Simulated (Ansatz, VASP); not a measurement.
# InSb in VASP and in Ansatz

INCAR

```
ALGO     = Normal         # electronic algorithm
EDIFF    = 1E-7           # SCF threshold, eV
ENCUT    = 520            # plane-wave cutoff, eV
GGA      = PE             # functional
ISIF     = 2              # what is computed and relaxed
ISMEAR   = -1             # smearing method
LASPH    = True           # aspherical terms in the spheres
LCHARG   = False          # write CHGCAR
LREAL    = False          # projectors in reciprocal space
LWAVE    = False          # write WAVECAR
NBANDS   = 16             # bands
NELM     = 80             # most SCF steps
PREC     = Accurate       # precision mode
SIGMA    = 0.03           # smearing width, eV
```

KPOINTS

```
k-points
0
Gamma
  10 10 10
```

Contents of POSCAR:

```
InSb
1.0
    0.0000000000      3.2391000000      3.2067090000
    3.2391000000      0.0000000000      3.2067090000
    3.2391000000      3.2391000000      0.0000000000
In Sb
1 1
Direct
    0.0000000000      0.0000000000      0.0000000000
    0.7500000000      0.7500000000      0.7500000000
```

Input for Ansatz:

```yaml
crystal:
  lattice:
    - [0.0, 3.2391, 3.206709]
    - [3.2391, 0.0, 3.206709]
    - [3.2391, 3.2391, 0.0]
  atoms:
    - { symbol: In, position: [0.0, 0.0, 0.0] }
    - { symbol: Sb, position: [0.75, 0.75, 0.75] }
kpoints:
  mp_grid: { grid: [10, 10, 10] }
  band_path:
    path:
      - [0.0, 0.0, 0.0]
      - [0.0, 0.5, 0.5]
      - [0.25, 0.75, 0.5]
      - [0.0, 0.5, 0.0]
      - [0.0, 0.0, 0.0]
      - [0.5, 0.5, 0.0]
      - [0.3775380063, 0.6224619937, 0.0]
      - [-0.3775380063, 0.3775380063, 0.0]
      - [0.0, 0.0, 0.0]
    npoints: 5
scf:
  occupations: { method: fermi_dirac, width: 0.03 }
hamiltonian:
  xc: pbe
  pseudopotentials: { kind: all_electron, lapw: { basis_error: 0.00025 } }
output:
  forces: true
  stress: true
  eigenvalues: true
```

Change from the starting cell: zz strain of -1 %.

Alike in both runs: task single point; functional PBE; k mesh 10 × 10 × 10; occupations fermi-dirac, width 0.03 eV; no spin polarisation.

|  | VASP | Ansatz |
| --- | --- | --- |
| version | VASP 6.6.1 | Ansatz 0.2.0 |
| potentials or method | VASP PAW PBE potentials, release 64 (In_d, Sb), cutoff 520 eV | all-electron LAPW, scalar-relativistic |

VASP gave:

- pressure (GPa): 3.6
- traceless stress, the component that is largest in VASP (GPa): 0.16

Estimate Ansatz's values.

pressure (GPa): 3.7; traceless stress, the component that is largest in VASP (GPa): 0.16.

Ansatz ran all-electron here, and VASP with PAW potentials.

Neither program's run includes spin-orbit coupling.
